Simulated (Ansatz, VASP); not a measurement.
# Bi2TeSe2 in VASP and in Ansatz

Contents of POSCAR:

```
Bi2TeSe2
1.0
    2.0915012419      1.2075288050      9.7123300000
   -2.0915012419      1.2075288050      9.7123300000
    0.0000000000     -2.4150576100      9.7123300000
Bi Te Se
2 1 2
Direct
    0.3980600000      0.3980600000      0.3980600000
    0.6019400000      0.6019400000      0.6019400000
    0.0000000000      0.0000000000      0.0000000000
    0.2116000000      0.2116000000      0.2116000000
    0.7884000000      0.7884000000      0.7884000000
```

File INCAR.step1:

```
SYSTEM = Bi2TeSe2
  PREC = Accurate
  ENCUT = 520
  ISMEAR = 0
  SIGMA = 0.05
  LREAL = .FALSE.
  LASPH = .TRUE.
  NELM = 80
  NBANDS = 32
  GGA = PE
  ALGO = Normal
  EDIFF = 1E-4
  LWAVE = .TRUE.
  LCHARG = .FALSE.
```

File INCAR.step2:

```
SYSTEM = Bi2TeSe2
  PREC = Accurate
  ENCUT = 520
  EDIFF = 1E-6
  ISMEAR = 0
  SIGMA = 0.05
  LREAL = .FALSE.
  LASPH = .TRUE.
  NELM = 80
  ALGO = Normal
  ISIF = 2
  LWAVE = .FALSE.
  LCHARG = .FALSE.
  METAGGA = R2SCAN
  LMIXTAU = .TRUE.
  NBANDS = 32
  ISTART = 1
```

The input KPOINTS:

```
Automatic mesh
0
G
  6 6 6
  0 0 0
```

Input for Ansatz:

```yaml
crystal:
  lattice:
    - [2.0915012419, 1.207528805, 9.71233]
    - [-2.0915012419, 1.207528805, 9.71233]
    - [0.0, -2.41505761, 9.71233]
  atoms:
    - { symbol: Bi, position: [0.39806, 0.39806, 0.39806] }
    - { symbol: Bi, position: [0.60194, 0.60194, 0.60194] }
    - { symbol: Te, position: [0.0, 0.0, 0.0] }
    - { symbol: Se, position: [0.2116, 0.2116, 0.2116] }
    - { symbol: Se, position: [0.7884, 0.7884, 0.7884] }
basis:
  ecutwfc: 500
kpoints:
  mp_grid: { grid: [6, 6, 6] }
hamiltonian:
  xc: r2scan
scf:
  occupations: { method: gaussian, width: 0.05 }
output:
  forces: true
  stress: true
  eigenvalues: true
```

Alike in both runs: task single point; functional r2SCAN; k mesh 6 × 6 × 6; occupations gaussian, width 0.05 eV; no spin polarisation.

```csv
,VASP,Ansatz
version,VASP 6.6.1,Ansatz 0.2.0
potentials or method,"VASP PAW PBE potentials, release 64 (Bi_d, Te, Se), cutoff 520 eV","scalar-relativistic, plane waves, PAW"
valence electrons in the cell,48,78
```

```tsv
	VASP	Ansatz	Ansatz less VASP
gap on the k mesh at the Fermi level (eV)	0.76	0.75	-0.002
least direct gap on the mesh (eV)	0.76	0.75	-0.002
pressure (GPa)	3.8	3.8	-0.02
traceless stress, the component that is largest in VASP (GPa)	0.26	0.27	+0.004
rms of the force components (eV/Å)	0.783	0.785	+0.0018
```

VASP's potentials were made for PBE, not for r2SCAN. Atom by atom the forces differ by 0.004 eV/Å (rms over components). With one functional, cell and mesh, what is left measures potentials, basis and numerics. VASP's potentials hold 48 valence electrons a cell and Ansatz's 78, so a difference there can come from the potentials and not from the codes.

Neither program's run includes spin-orbit coupling.
